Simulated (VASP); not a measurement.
Input of a VASP 6.6.1 run:

The input POSCAR:

```
HfN
1.0
    3.1613256991      0.0000000000      0.0000000000
   -1.5806628496      2.7377883651      0.0000000000
    0.0000000000      0.0000000000      2.9464933305
Hf N
1 1
Direct
    0.0000000000      0.0000000000      0.0000000000
    0.6666666667      0.3333333333      0.5000000000
```

The input INCAR.step1:

```
SYSTEM = HfN
  PREC = Accurate
  ENCUT = 520
  ISMEAR = 0
  SIGMA = 0.05
  LREAL = .FALSE.
  LASPH = .TRUE.
  NELM = 60
  NBANDS = 14
  GGA = PE
  ALGO = Normal
  EDIFF = 1E-4
  LWAVE = .TRUE.
  LCHARG = .FALSE.
```

Contents of INCAR.step2:

```
SYSTEM = HfN
  PREC = Accurate
  ENCUT = 520
  EDIFF = 1E-7
  ISMEAR = 0
  SIGMA = 0.05
  LREAL = .FALSE.
  LASPH = .TRUE.
  NELM = 60
  ALGO = Normal
  ISIF = 2
  LWAVE = .FALSE.
  LCHARG = .FALSE.
  METAGGA = R2SCAN
  LMIXTAU = .TRUE.
  NBANDS = 14
  ISTART = 1
```

The input KPOINTS:

```
regular mesh
0
G
  12 12 12
  0 0 0
```

Potentials or basis: VASP PAW PBE potentials, release 64 (Hf_pv, N).

Command:

```sh
$ cat potpaw_PBE.64/Hf_pv/POTCAR potpaw_PBE.64/N/POTCAR > POTCAR
$ cp INCAR.step1 INCAR
$ mpirun -np 1 vasp_std > vasp.out
$ cp INCAR.step2 INCAR
$ mpirun -np 1 vasp_std > vasp.out
```

Predict the pressure.

-16.7 GPa.

Predict the band gap on the k mesh.

zero (an odd number of electrons rules out a gap without spin polarisation).

Stress tensor (GPa, compression positive):
```
-16.64   0.00   0.00
  0.00 -16.64   0.00
  0.00   0.00 -16.93
```

Caveat: the cell stands under tension; the PAW data sets were made with another functional, which shifts forces and pressure a little; spin-orbit coupling is left out, which moves the levels of the heavy elements.
